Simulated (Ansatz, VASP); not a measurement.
**AlN: VASP beside Ansatz**

```
Al N
1.0
     0.00000    2.45157    1.73326
     2.45157    0.00000    1.73326
     2.45157    2.45157    0.00000
Al N
1 1
Direct
  0.00000 0.00000 0.00000
  0.75000 0.75000 0.75000
```

Alike in both runs: task single point; functional r2SCAN; k mesh 10 × 10 × 10; occupations gaussian, width 0.05 eV; no spin polarisation.

|  | VASP | Ansatz |
| --- | --- | --- |
| version | VASP 6.6.1 | Ansatz 0.2.0 |
| potentials or method | VASP PAW PBE potentials, release 64 (Al, N), cutoff 520 eV | scalar-relativistic, plane waves, PAW |
| valence electrons in the cell | 8 | 8 |

Ansatz gave:

| Item | Value |
| --- | --- |
| gap on the k mesh at the Fermi level (eV) | 3.60 |
| least direct gap on the mesh (eV) | 3.71 |
| pressure (GPa) | -10.2 |
| traceless stress, the component that is largest in VASP (GPa) | 17.97 |

Question: What did VASP give for the same quantities?

Answer: gap on the k mesh at the Fermi level (eV): 3.59; least direct gap on the mesh (eV): 3.74; pressure (GPa): -10.7; traceless stress, the component that is largest in VASP (GPa): 18.10.

VASP's potentials were made for PBE, not for r2SCAN.
